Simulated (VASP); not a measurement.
## Si: single point with r2SCAN

Si:

```
Si
1.0
     3.83132    0.00000    0.00000
    -1.91566    3.31802    0.00000
     0.00000    0.00000    6.58593
Si
4
Direct
  0.33333 0.66667 0.06301
  0.66667 0.33333 0.56301
  0.33333 0.66667 0.43699
  0.66667 0.33333 0.93699
```

This cell differs from its parent crystal: strain +0.000 along x and y, +0.040 along z.

```json
{
 "Program": "VASP 6.6.1",
 "Task": "single point",
 "Functional": "r2SCAN",
 "Potentials or basis": "VASP PAW PBE potentials, release 64 (Si)",
 "Cutoff": "520 eV",
 "k mesh": "12 × 12 × 6",
 "Occupations": "gaussian, width 0.05 eV",
 "Spin": "no spin polarisation"
}
```

The pressure is -3.4 GPa. The largest force is 0.268 eV/Å and the band gap on the k mesh is 0.85 eV (least direct gap 1.69 eV).

Forces on the atoms (eV/Å):
```
Si   0.000  0.000  0.268
Si   0.000  0.000  0.268
Si   0.000  0.000 -0.268
Si   0.000  0.000 -0.268
```

Stress tensor (GPa, compression positive):
```
-0.83  0.00  0.00
 0.00 -0.83  0.00
 0.00  0.00 -8.54
```

Levels at points of the mesh, in eV from the valence-band top:
```csv
k point,band 4,band 5,band 6,band 7,band 8,band 9,band 10,band 11,band 12,band 13
"(0.00, 0.00, 0.00)",-1.34,-1.34,-0.42,0.00,0.00,1.69,1.82,2.41,2.41,3.89
"(0.50, 0.00, 0.00)",-6.29,-4.61,-2.97,-2.89,-1.54,0.86,2.55,3.18,3.57,4.05
"(0.00, 0.00, 0.50)",-4.46,-0.80,-0.80,-0.80,-0.80,2.35,2.35,3.33,3.33,3.33
"(0.50, 0.00, 0.50)",-7.42,-2.59,-2.59,-2.39,-2.39,1.09,1.09,1.88,1.88,5.92
```

Run time: 5.1 min on 1 thread of Intel(R) Xeon(R) Platinum 8259CL CPU @ 2.50GHz (Skylake/Cascade Lake), on a shared host, peak memory 0.23 GiB.

Caveat: the cell differs from its parent crystal (strain +0.000 along x and y, +0.040 along z); the cell stands under tension; the PAW data sets were made with another functional, which shifts forces and pressure a little. A k mesh can miss the band edges.
